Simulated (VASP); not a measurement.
# Ir (Im-3m) in VASP: a series of runs

Runs on Ir. Level: PBE. Tasks: single point, relaxation of cell and atoms.

All numbers are computed with VASP 6.6.1; they aren't measurements. Logs are shortened: lines on timing, memory, paths and dates and some standing lists are left out, and cuts for length are marked.

## 1. The cell of the first run

Symmetry: Im-3m, No. 229, cubic system. The conventional cell has a = 3.110 Å, b = 3.110 Å, c = 3.110 Å, α = 90.00°, β = 90.00°, γ = 90.00°. Within 3.6 Å of Ir (site symmetry m-3m) lie 14 Ir at 2.69 to 3.11 Å.

This isn't the form of Ir at room conditions, which is fcc.

## 2. Single point, PBE

The input, INCAR:

```
SYSTEM = Ir
  PREC = Accurate
  ENCUT = 520
  EDIFF = 1E-6
  ISMEAR = -1
  SIGMA = 0.05
  LREAL = .FALSE.
  LASPH = .TRUE.
  NELM = 80
  ALGO = Normal
  ISIF = 2
  LWAVE = .FALSE.
  LCHARG = .FALSE.
  GGA = PE
  NBANDS = 10
```

The input, KPOINTS:

```
regular mesh
0
G
  19 19 19
  0 0 0
```

The input, POSCAR:

```
Ir
1.0
   -1.5551588361      1.5551588361      1.5551588361
    1.5551588361     -1.5551588361      1.5551588361
    1.5551588361      1.5551588361     -1.5551588361
Ir
1
Direct
    0.0000000000      0.0000000000      0.0000000000
```

Potentials or basis: VASP PAW PBE potentials, release 64 (Ir).

Run with:

```bash
> cat potpaw_PBE.64/Ir/POTCAR > POTCAR
> mpirun -np 1 vasp_std > vasp.out
```

OUTCAR:

```text
SYSTEM = Ir
   PREC = Accurate
   ENCUT = 520
   EDIFF = 1E-6
   ISMEAR = -1
   LREAL = .FALSE.
   LASPH = .TRUE.
   NELM = 80
   ISIF = 2
   GGA = PE

 ion  position               nearest neighbor table
   1  0.000  0.000  0.000-

  LATTYP: Found a body centered cubic cell.
 ALAT       =     3.1103176722

  Lattice vectors:

 A1 = (  -1.5551588361,   1.5551588361,   1.5551588361)
 A2 = (   1.5551588361,  -1.5551588361,   1.5551588361)
 A3 = (   1.5551588361,   1.5551588361,  -1.5551588361)

Analysis of symmetry for initial positions (statically):
=====================================================================
 Subroutine PRICEL returns:
 Original cell was already a primitive cell.

 Routine SETGRP: Setting up the symmetry group for a
 body centered cubic supercell.

 Subroutine GETGRP returns: Found 48 space group operations
 (whereof 48 operations were pure point group operations)
 out of a pool of 48 trial point group operations.

The static configuration has the point symmetry O_h .

Analysis of symmetry for dynamics (positions and initial velocities):
=====================================================================
 Subroutine PRICEL returns:
 Original cell was already a primitive cell.

 Routine SETGRP: Setting up the symmetry group for a
 body centered cubic supercell.

 Subroutine GETGRP returns: Found 48 space group operations
 (whereof 48 operations were pure point group operations)
 out of a pool of 48 trial point group operations.

The dynamic configuration has the point symmetry O_h .

 Subroutine INISYM returns: Found 48 space group operations
 (whereof 48 operations are pure point group operations),
 and found     1 'primitive' translations

----------------------------------------------------------------------------------------

                                     Primitive cell

  volume of cell :      15.0447

  direct lattice vectors                    reciprocal lattice vectors
    -1.555158836  1.555158836  1.555158836     0.000000000  0.321510568  0.321510568
     1.555158836 -1.555158836  1.555158836     0.321510568  0.000000000  0.321510568
     1.555158836  1.555158836 -1.555158836     0.321510568  0.321510568  0.000000000

  length of vectors
     2.693614118  2.693614118  2.693614118     0.454684605  0.454684605  0.454684605

  position of ions in fractional coordinates (direct lattice)
     0.000000000  0.000000000  0.000000000

  ion indices of the primitive-cell ions
   primitive index   ion index
                 1           1

----------------------------------------------------------------------------------------

 KPOINTS: regular mesh

Automatic generation of k-mesh.
 Grid dimensions read from file:
 generate k-points for:   19   19   19

 Generating k-lattice:

  Cartesian coordinates                     Fractional coordinates (reciprocal lattice)
     0.000000000  0.016921609  0.016921609     0.052631579  0.000000000  0.000000000
     0.016921609  0.000000000  0.016921609     0.000000000  0.052631579  0.000000000
     0.016921609  0.016921609  0.000000000     0.000000000  0.000000000  0.052631579

  Length of vectors
     0.023930769  0.023930769  0.023930769

  Shift w.r.t. Gamma in fractional coordinates (k-lattice)
     0.000000000  0.000000000  0.000000000

 Subroutine IBZKPT returns following result:
 ===========================================

 Found    220 irreducible k-points:

 Following reciprocal coordinates:
            Coordinates               Weight
  0.000000  0.000000  0.000000      1.000000
  0.052632  0.000000  0.000000     12.000000
  0.105263  0.000000  0.000000     12.000000
  0.157895  0.000000  0.000000     12.000000
  0.210526  0.000000  0.000000     12.000000
  0.263158  0.000000  0.000000     12.000000
[... 16 lines left out ...]
  0.263158  0.105263 -0.000000     48.000000
  0.315789  0.105263  0.000000     48.000000
 [... further k-points ...]
   k-points           NKPTS =    220   k-points in BZ     NKDIM =    220   number of bands    NBANDS=     10
   number of dos      NEDOS =    301   number of ions     NIONS =      1
   total plane-waves  NPLWV =   8000
   dimension x,y,z NGX =    20 NGY =   20 NGZ =   20
   dimension x,y,z NGXF=    40 NGYF=   40 NGZF=   40
   ions per type =               1
   NGX,Y,Z   is equivalent  to a cutoff of  12.34, 12.34, 12.34 a.u.
   NGXF,Y,Z  is equivalent  to a cutoff of  24.69, 24.69, 24.69 a.u.
 SYSTEM =  Ir
   PREC   = accura    normal or accurate (medium, high low for compatibility)
   ISTART =      0    job   : 0-new  1-cont  2-samecut
   ICHARG =      2    charge: 1-file 2-atom 10-const
   ISPIN  =      1    spin polarized calculation?
   LNONCOLLINEAR =      F non collinear calculations
   LSORBIT =      F    spin-orbit coupling
   LASPH  =      T    aspherical Exc in radial PAW
   ENCUT  =  520.0 eV  38.22 Ry    6.18 a.u.   5.01  5.01  5.01*2*pi/ulx,y,z
   NELM   =     80;   NELMIN=  2; NELMDL= -5     # of ELM steps
   EDIFF  = 0.1E-05   stopping-criterion for ELM
   LREAL  =      F    real-space projection
   EDIFFG = 0.1E-04   stopping-criterion for IOM
   NSW    =      0    number of steps for IOM
   IBRION =     -1    ionic relax: 0-MD 1-quasi-New 2-CG
   NFREE  =      0    steps in history (QN), initial steepest desc. (CG)
   ISIF   =      2    stress and relaxation
   ISYM   =      2    0-nonsym 1-usesym 2-fastsym
   POTIM  = 0.5000    time-step for ionic-motion
   TEBEG  =    0.0;   TEEND  =   0.0 temperature during run
   PSTRESS=    0.0 pullay stress
   NELECT =       9.0000    total number of electrons
   NUPDOWN=      -1.0000    fix difference up-down
   EMIN   =  10.00;   EMAX   =-10.00  energy-range for DOS
   EFERMI =   0.00;   METHOD = LEGACY
   ISMEAR =    -1;   SIGMA  =   0.05  broadening in eV -4-tet -1-fermi 0-gaus
   EFERMI_NEDOS =   21; number of points for ismear=-14 and -15
   IALGO  =     38    algorithm
   IMIX   =      4    mixing-type and parameters
     AMIX     =   0.40;   BMIX     =  1.00
     AMIX_MAG =   1.60;   BMIX_MAG =  1.00
  volume/ion in A,a.u.               =      15.04       101.53
  Fermi-wavevector in a.u.,A,eV,Ry     =   1.379413  2.606712 25.888889  1.902780
  Thomas-Fermi vector in A             =   2.504385
   LORBIT       =      0    0 simple, 1 ext, 2 COOP (PROOUT), +10 PAW based schemes
   GGA     = PE    functional components
   LHFCALC =     F    Hartree Fock is set to
   AEXX    =    0.0000 exact exchange contribution
   IVDW    =     0    specifies the selected vdW correction
   LEPSILON=     F    determine dielectric tensor
   LRPA    =     F    only Hartree local field effects (RPA)
 non-spin polarized calculation
  energy-cutoff  :      520.00
  volume of cell :       15.04
 maximum number of plane-waves:       420
   NGX =  9   NGY =  9   NGZ =  9

 number of electron       9.0000002 magnetization

 Free energy of the ion-electron system (eV)
  ---------------------------------------------------
  ext. energy  EPLUGINS =         0.00000000
  ---------------------------------------------------
  free energy    TOTEN  =        -8.22555006 eV

  energy without entropy =       -8.20164754  energy(sigma->0) =       -8.21359880

 E-fermi :   9.1327     XC(G=0): -13.6058

 val. band max:        9.1326281470   @ k =   0.3158   0.1053   0.0000
 cond. band min:       9.1327995099   @ k =   0.3158   0.2632   0.1053
 fundamental gap:      0.0001713629
 Fermi energy:         9.1326743248

 k-point     1 :       0.0000    0.0000    0.0000
  band No.  band energies     occupation
      1      -1.0876      2.00000
      2       5.7466      2.00000
      3       5.7466      2.00000
      4       5.7466      2.00000
      5       8.6445      1.99988
      6       8.6445      1.99988
      7      26.0821      0.00000
      8      26.0821      0.00000
      9      26.0821      0.00000
     10      36.5667      0.00000

 k-point     2 :       0.0526    0.0000    0.0000
  band No.  band energies     occupation
      1      -0.9649      2.00000
      2       5.6909      2.00000
      3       5.7438      2.00000
      4       5.8533      2.00000
      5       8.5674      1.99998
      6       8.6482      1.99988
      7      26.1535      0.00000
      8      26.2378      0.00000
      9      26.2722      0.00000
     10      35.1757      0.00000

 k-point     3 :       0.1053    0.0000    0.0000
  band No.  band energies     occupation
      1      -0.6066      2.00000
      2       5.5332      2.00000
      3       5.7257      2.00000
      4       6.1697      2.00000
      5       8.3817      2.00000
      6       8.6613      1.99984
      7      26.3003      0.00000
      8      26.5750      0.00000
      9      26.8295      0.00000
     10      33.5152      0.00000

 k-point     4 :       0.1579    0.0000    0.0000
  band No.  band energies     occupation
      1      -0.0466      2.00000
      2       5.2992      2.00000
      3       5.6758      2.00000
      4       6.6835      2.00000
      5       8.1967      2.00000
      6       8.6888      1.99972
      7      26.2959      0.00000
      8      26.6418      0.00000
      9      27.7168      0.00000
     10      32.4279      0.00000
[... 222 lines left out ...]
 k-point    22 :       0.2105    0.1053   -0.0000
  band No.  band energies     occupation
      1       1.6447      2.00000
      2       4.7894      2.00000
      3       5.3115      2.00000
      4       7.9647      2.00000
      5       8.7091      1.99958
      6       8.9856      1.89975
      7      23.8626      0.00000
      8      25.2240      0.00000
      9      28.8040      0.00000
     10      29.5800      0.00000

 k-point    23 :       0.2632    0.1053   -0.0000
  band No.  band energies     occupation
      1       2.1456      2.00000
      2       4.5360      2.00000
      3       5.6161      2.00000
      4       8.1126      2.00000
      5       9.0284      1.77898
      6       9.7453      0.00001
      7      21.8116      0.00000
      8      24.2536      0.00000
      9      27.6851      0.00000
     10      30.7303      0.00000

 k-point    24 :       0.3158    0.1053    0.0000
  band No.  band energies     occupation
      1       2.3488      2.00000
      2       4.3324      2.00000
      3       6.2736      2.00000
      4       8.3141      2.00000
      5       9.1326      1.00046
      6      10.7637      0.00000
      7      19.7494      0.00000
      8      23.3994      0.00000
      9      26.5261      0.00000
     10      31.9948      0.00000

 [... further k-points ...]

------------------------ aborting loop because EDIFF is reached ----------------------------------------

  FORCE on cell =-STRESS in cart. coord.  units (eV):
  Direction    XX          YY          ZZ          XY          YZ          ZX
  --------------------------------------------------------------------------------------
  -------------------------------------------------------------------------------------
  Total        0.0406348      0.0406348      0.0406348      0.0000000      0.0000000      0.0000000
  in kB        4.3273793      4.3273793      4.3273793      0.0000000      0.0000000      0.0000000
  external PRESSURE =       4.3273793 kB  Pullay stress =       0.0000000 kB

 VOLUME and BASIS-vectors are now :
 -----------------------------------------------------------------------------
  energy-cutoff  :      520.00
  volume of cell :       15.04
      direct lattice vectors                 reciprocal lattice vectors
    -1.555158836  1.555158836  1.555158836     0.000000000  0.321510568  0.321510568
     1.555158836 -1.555158836  1.555158836     0.321510568  0.000000000  0.321510568
     1.555158836  1.555158836 -1.555158836     0.321510568  0.321510568  0.000000000

 POSITION                                       TOTAL-FORCE (eV/Angst)
 -----------------------------------------------------------------------------------
      0.00000      0.00000      0.00000        -0.000000     -0.000000     -0.000000
 -----------------------------------------------------------------------------------
    total drift:                                0.000000     -0.000000      0.000000

  FREE ENERGIE OF THE ION-ELECTRON SYSTEM (eV)
  ---------------------------------------------------
  free  energy   TOTEN  =        -8.2255500619 eV

  energy  without entropy=       -8.2016475386  energy(sigma->0) =       -8.21359880
```

It took 44 s on 1 thread of Intel Xeon 8259CL, shared host; peak memory 0.16 GiB.

Results:

```
Free energy            : -8.2256 eV
Pressure               : 0.4 GPa
Band gap on the k mesh : zero (an odd number of electrons rules out a gap without spin polarisation)
```

Levels at points of the mesh, in eV from the Fermi level:
```csv
k point,band 1,band 2,band 3,band 4,band 5,band 6,band 7,band 8,band 9
"(0.00, 0.00, 0.00)",-10.22,-3.39,-3.39,-3.39,-0.49,-0.49,16.95,16.95,16.95
```

Caveat: spin-orbit coupling is left out, which moves the levels of the heavy elements.

## 3. Single point, PBE

The input, INCAR:

```
PREC = Accurate
ENCUT = 520
EDIFF = 1E-7
ISMEAR = -1
SIGMA = 0.05
LREAL = False
LASPH = True
NELM = 80
ALGO = Normal
ISIF = 2
LWAVE = False
LCHARG = False
GGA = PE
NBANDS = 10
```

The input, KPOINTS:

```
regular mesh
0
Gamma
  19 19 19
```

The input, POSCAR:

```
Ir
1.0
   -1.5550019622      1.5550019622      1.5550019622
    1.5550019622     -1.5550019622      1.5550019622
    1.5550019622      1.5550019622     -1.5550019622
Ir
1
Direct
    0.0000000000      0.0000000000      0.0000000000
```

Potentials or basis: VASP PAW PBE potentials, release 64 (Ir).

Run with:

```bash
> cat potpaw_PBE.64/Ir/POTCAR > POTCAR
> mpirun -np 1 vasp_std > vasp.out
```

Run time: 42 s. Hardware: 1 thread of Intel Xeon 8259CL, shared host; peak memory 0.16 GiB.

The run converged. Its results:

```yaml
Free_energy: -8.2255 eV
Pressure: 0.5 GPa
Band_gap_on_the_k_mesh: zero (an odd number of electrons rules out a gap without spin polarisation)
```

Levels at points of the mesh, in eV from the Fermi level:
```tsv
k point	band 1	band 2	band 3	band 4	band 5	band 6	band 7	band 8
(0.00, 0.00, 0.00)	-10.22	-3.39	-3.39	-3.39	-0.49	-0.49	16.95	16.95
```

Caveat: spin-orbit coupling is left out, which moves the levels of the heavy elements.

## 4. Relaxation of cell and atoms, PBE

This run uses another cell than the first one, of 14.51 Å³/atom.

The input, INCAR:

```
PREC = Accurate
ENCUT = 600
EDIFF = 1E-7
ISMEAR = -1
SIGMA = 0.05
LREAL = F
LASPH = T
NELM = 60
ALGO = Normal
ISIF = 3
LWAVE = F
LCHARG = F
GGA = PE
IBRION = 2
NSW = 60
EDIFFG = -0.005
```

KPOINTS is that of step 3.

The input, POSCAR:

```
Ir
1.0
   -1.5364055710      1.5364055710      1.5364055710
    1.5364055710     -1.5364055710      1.5364055710
    1.5364055710      1.5364055710     -1.5364055710
Ir
1
Direct
    0.0000000000      0.0000000000      0.0000000000
```

Run with:

```bash
> cat potpaw_PBE.64/Ir/POTCAR > POTCAR
> mpirun -np 1 vasp_std > vasp.out
```

It took 1.8 min on 1 thread of Intel Xeon 8259CL, shared host; peak memory 0.18 GiB.

It converged, with:

| Property | Result |
| --- | --- |
| Free energy | -8.2258 eV |
| Relaxed volume | 15.07 Å³/atom |
| Relaxed cell | a = 2.695 Å, b = 2.695 Å, c = 2.695 Å, α = 109.47°, β = 109.47°, γ = 109.47° |
| Space group after relaxing (to 0.1 Å) | Im-3m (No. 229) |
| Energy gained by relaxing | 21.8 meV/atom |
| Ionic steps | 4 |
| Pressure after relaxing | 0.0 GPa |
| Band gap on the k mesh | zero (an odd number of electrons rules out a gap without spin polarisation) |

The path:
```
step  energy change (eV)  largest force (eV/Å)  pressure (GPa)  volume (Å³)
   1              0.0000                0.0000           12.95        14.51
   2              0.1830                0.0000          -28.18        17.11
   3             -0.0217                0.0000           -0.66        15.10
   4             -0.0218                0.0000           -0.05        15.07
```

Final structure:
```
Ir
1.0
    -1.55609    1.55609    1.55609
     1.55609   -1.55609    1.55609
     1.55609    1.55609   -1.55609
Ir
1
Direct
  0.00000 0.00000 0.00000
```

Levels at points of the mesh, in eV from the Fermi level:
| k point | band 1 | band 2 | band 3 | band 4 | band 5 | band 6 | band 7 | band 8 |
| --- | --- | --- | --- | --- | --- | --- | --- | --- |
| (0.00, 0.00, 0.00) | -10.20 | -3.38 | -3.38 | -3.38 | -0.49 | -0.49 | 16.95 | 16.95 |

Caveat: spin-orbit coupling is left out, which moves the levels of the heavy elements.

## 5. Relaxation of cell and atoms, PBE

The input, INCAR:

```
SYSTEM = Ir
PREC = Accurate
ENCUT = 600
EDIFF = 1E-7
ISMEAR = -1
SIGMA = 0.05
LREAL = .FALSE.
LASPH = .TRUE.
NELM = 60
ALGO = Normal
ISIF = 3
LWAVE = .FALSE.
LCHARG = .FALSE.
GGA = PE
IBRION = 2
NSW = 45
EDIFFG = -0.005
```

The input, KPOINTS:

```
regular mesh
0
G
  19 19 19
  0 0 0
```

The input, POSCAR:

```
Ir
1.0
   -1.5551588361      1.5551588361      1.5551588361
    1.5551588361     -1.5551588361      1.5551588361
    1.5551588361      1.5551588361     -1.5551588361
Ir
1
Direct
    0.0000000000      0.0000000000      0.0000000000
```

Run with:

```bash
> cat potpaw_PBE.64/Ir/POTCAR > POTCAR
> mpirun -np 1 vasp_std > vasp.out
```

Run time: 96 s. Hardware: 1 thread of Intel Xeon 8259CL, shared host; peak memory 0.17 GiB.

The run converged. Its results:

| Quantity | Value |
| --- | --- |
| Free energy | -8.2258 eV |
| Relaxed volume | 15.07 Å³/atom |
| Relaxed cell | a = 2.695 Å, b = 2.695 Å, c = 2.695 Å, α = 109.47°, β = 109.47°, γ = 109.47° |
| Space group after relaxing (to 0.1 Å) | Im-3m (No. 229) |
| Energy gained by relaxing | 0.0 meV/atom |
| Ionic steps | 3 |
| Pressure after relaxing | 0.0 GPa |
| Band gap on the k mesh | zero (an odd number of electrons rules out a gap without spin polarisation) |

Final structure:
```
Ir
1.0
    -1.55600    1.55600    1.55600
     1.55600   -1.55600    1.55600
     1.55600    1.55600   -1.55600
Ir
1
Direct
  0.00000 0.00000 0.00000
```

Levels at points of the mesh, in eV from the Fermi level:
```tsv
k point	band 1	band 2	band 3	band 4	band 5	band 6	band 7	band 8
(0.00, 0.00, 0.00)	-10.20	-3.38	-3.38	-3.38	-0.49	-0.49	16.95	16.95
```

Caveat: spin-orbit coupling is left out, which moves the levels of the heavy elements.

## 6. Overview

```csv
task,cell,cutoff (eV),gap on the mesh (eV),pressure (GPa),relaxed volume (Å³/atom)
single point,"a = 2.694 Å, angles 109.5°, 1 atom",520,none,0.4,-
single point,"a = 2.693 Å, angles 109.5°, 1 atom",520,none,0.5,-
relaxation of cell and atoms,"relaxed from a = 2.661 Å, angles 109.5°, 1 atom",600,none,0.0,15.07
relaxation of cell and atoms,"relaxed from a = 2.694 Å, angles 109.5°, 1 atom",600,none,0.0,15.07
```

Alike in all rows: level PBE; potentials or basis VASP PAW PBE potentials, release 64 (Ir); no spin polarisation; k mesh 19 × 19 × 19; smearing fermi-dirac 0.05 eV.

Caveats: spin-orbit coupling is left out, which moves the levels of the heavy elements.

Total energies depend on the potentials used, so only differences within one code and one set of settings carry meaning.
